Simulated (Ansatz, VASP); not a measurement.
# Bi2Se3: VASP beside Ansatz

```xyz
5
Lattice="2.0937 1.2088 10.4340 -2.0937 1.2088 10.4340 0.0000 -2.4175 10.4340" Properties=species:S:1:pos:R:3 pbc="T T T"
Bi    0.0123    0.0123   12.3829
Bi   -0.0123   -0.0123   18.9192
Se    0.0000    0.0000    0.0000
Se    0.0424    0.0424    6.9187
Se   -0.0424   -0.0424   24.3834
```

Change from the starting cell: mode 9 (126.3 1/cm) frozen in, largest displacement -0.060 Å.

Alike in both runs: task single point; functional PBE; k mesh 6 × 6 × 6; occupations gaussian, width 0.05 eV; no spin polarisation.

```csv
,VASP,Ansatz
version,VASP 6.6.1,Ansatz 0.2.0
potentials or method,"VASP PAW PBE potentials, release 64 (Bi_d, Se), cutoff 520 eV","scalar-relativistic, plane waves, PAW"
valence electrons in the cell,48,78
```

VASP gave:

- gap on the k mesh at the Fermi level (eV): 0.67
- least direct gap on the mesh (eV): 0.71
- pressure (GPa): 0.1
- traceless stress, the component that is largest in VASP (GPa): 0.78
- rms of the force components (eV/Å): 0.124

Problem. What did Ansatz give for the same quantities?

Solution. gap on the k mesh at the Fermi level (eV): 0.68; least direct gap on the mesh (eV): 0.71; pressure (GPa): 0.1; traceless stress, the component that is largest in VASP (GPa): 0.78; rms of the force components (eV/Å): 0.123.

Atom by atom the forces differ by 0.005 eV/Å (rms over components). VASP's potentials hold 48 valence electrons a cell and Ansatz's 78, so a difference there can come from the potentials and not from the codes.

Spin-orbit coupling is off throughout.
